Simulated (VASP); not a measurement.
## AgCl: single point with r2SCAN

AgCl:

```
CELL_PARAMETERS angstrom
0.00000 2.91184 2.91184
2.91184 0.00000 2.91184
2.91184 2.91184 0.00000
ATOMIC_POSITIONS crystal
Ag 0.00000 0.00000 0.00000
Cl 0.50000 0.50000 0.50000
```

This cell differs from its parent crystal: strain +5.0%.

| Item | Value |
| --- | --- |
| Program | VASP 6.6.1 |
| Task | single point |
| Functional | r2SCAN |
| Potentials or basis | VASP PAW PBE potentials, release 64 (Ag, Cl) |
| Cutoff | 520 eV |
| k mesh | 8 × 8 × 8 |
| Occupations | gaussian, width 0.01 eV |
| Spin | no spin polarisation |
| Dipole correction | no |
| Further INCAR settings | ALGO = Normal; EDIFF = 1e-06; NBANDS = 16 |

| Property | Result |
| --- | --- |
| Pressure | -5.2 GPa |
| Band gap on the k mesh | 1.47 eV (least direct gap 3.28 eV) |

Levels at points of the mesh, in eV from the valence-band top:
| k point | band 7 | band 8 | band 9 | band 10 | band 11 | band 12 |
| --- | --- | --- | --- | --- | --- | --- |
| (0.00, 0.00, 0.00) | -1.84 | -1.84 | -1.84 | 1.47 | 11.37 | 11.37 |
| (0.50, 0.00, 0.00) | -1.42 | 0.00 | 0.00 | 5.04 | 6.39 | 8.50 |
| (0.50, 0.50, 0.00) | -1.60 | -1.60 | -1.56 | 3.13 | 8.52 | 8.74 |

It took 76 s on 1 thread of Intel(R) Xeon(R) Platinum 8488C (Sapphire Rapids), with other jobs on the host, peak memory 0.19 GiB.

Caveat: the cell differs from its parent crystal (strain +5.0%); the cell stands under tension; the PAW data sets were made with another functional, which shifts forces and pressure a little. A k mesh can miss the band edges.
